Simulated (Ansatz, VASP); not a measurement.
**One calculation of Ru, two programs**

```
CELL_PARAMETERS angstrom
2.70580 0.00000 0.00000
-1.35290 2.34329 0.00000
0.00000 0.00000 4.28190
ATOMIC_POSITIONS crystal
Ru 0.33333 0.66667 0.25000
Ru 0.66667 0.33333 0.75000
```

Alike in both runs: task single point; functional PBE; k mesh 14 × 14 × 8; occupations fermi-dirac, width 0.03 eV; non-collinear spin, spin-orbit coupling.

|  | VASP | Ansatz |
| --- | --- | --- |
| version | VASP 6.6.1 | Ansatz 0.2.0 |
| potentials or method | VASP PAW PBE potentials, release 64 (Ru_pv), cutoff 520 eV | all-electron LAPW |

Ansatz gave:

- pressure (GPa): 4.6
- traceless stress, the component that is largest in VASP (GPa): -1.12
- net moment per atom (μB): 0.00

Which values does VASP return?

Pressure (GPa): 4.7; traceless stress, the component that is largest in VASP (GPa): -1.07; net moment per atom (μB): 0.00.

Ansatz ran all-electron here, and VASP with PAW potentials.
